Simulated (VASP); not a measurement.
Input of a VASP 6.6.1 run:

POSCAR

```
NaH
1.0
    0.0206146143      2.3941517743      2.3941517743
    2.3941517743      0.0206146143      2.3941517743
    2.3941517743      2.3941517743      0.0206146143
Na H
1 1
Direct
    0.0000000000      0.0000000000      0.0000000000
    0.5000000000      0.5000000000      0.5000000000
```

The input INCAR.step1:

```
PREC = Accurate ; ENCUT = 520
EDIFF = 1E-5 ; ISMEAR = 0
SIGMA = 0.01 ; LREAL = False
LASPH = True ; NELM = 100
ALGO = Normal ; ISIF = 2
LWAVE = True ; LCHARG = False
GGA = PE ; NBANDS = 11
```

The input INCAR.step2:

```
PREC = Accurate ; ENCUT = 520
EDIFF = 1E-7 ; ISMEAR = 0
SIGMA = 0.01 ; LREAL = False
LASPH = True ; NELM = 100
ALGO = Normal ; ISIF = 2
LWAVE = False ; LCHARG = False
GGA = PE ; LHFCALC = True
HFSCREEN = 0.2079 ; PRECFOCK = Normal
ISTART = 1 ; NBANDS = 11
```

KPOINTS

```
Automatic mesh
0
Gamma
  6 6 6
```

Potentials or basis: VASP PAW PBE potentials, release 64 (Na_pv, H).

Run with:

```bash
$ cat potpaw_PBE.64/Na_pv/POTCAR potpaw_PBE.64/H/POTCAR > POTCAR
$ cp INCAR.step1 INCAR
$ mpirun -np 1 vasp_std > vasp.out
$ cp INCAR.step2 INCAR
$ mpirun -np 1 vasp_std > vasp.out
```

(1) What does it give for the band gap on the k mesh?

(2) What does it give for the pressure?

## Answers

(1) 4.85 eV (least direct gap 5.84 eV).

(2) 0.6 GPa.

Caveat: the cell differs from its parent crystal (epitaxial 111 strain -1.0%); the structure was generated, so it needn't be the stable form of NaH; the PAW data sets were made with another functional, which shifts forces and pressure a little.
